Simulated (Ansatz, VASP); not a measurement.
## Mg2Cd3Te: VASP beside Ansatz

```
Mg Cd Te
1.0
     5.92945    0.00000    0.00000
    -2.96473    5.13506    0.00000
     0.00000    0.00000    4.91020
Mg Cd Te
2 3 1
Direct
  0.33333 0.66667 0.00000
  0.66667 0.33333 0.00000
  0.50000 0.00000 0.50000
  0.00000 0.50000 0.50000
  0.50000 0.50000 0.50000
  0.00000 0.00000 0.00000
```

Change from the starting cell: species swapped into the LaNi3Rh2 type (P6/mmm, No. 191).

Alike in both runs: task relaxation of cell and atoms; functional PBE; k mesh 6 × 6 × 8; occupations gaussian, width 0.1 eV; no spin polarisation.

```csv
,VASP,Ansatz
version,VASP 6.6.1,Ansatz 0.2.0
potentials or method,"VASP PAW PBE potentials, release 64 (Mg, Cd, Te), cutoff 600 eV","scalar-relativistic, plane waves, PAW"
valence electrons in the cell,46,96
```

```csv
,VASP,Ansatz,Ansatz less VASP
"gap on the k mesh at the Fermi level, each at its own relaxed structure (eV)",none,none,-
relaxed volume (Å³/atom),25.87,25.91,+0.032
relaxed cell length with the largest relative difference (Å),5.099,5.108,+0.0085
```

A gap of «none» marks a metal or a gap that the smearing closes. VASP's potentials hold 46 valence electrons a cell and Ansatz's 96, so a difference there can come from the potentials and not from the codes.

Spin-orbit coupling is off throughout.
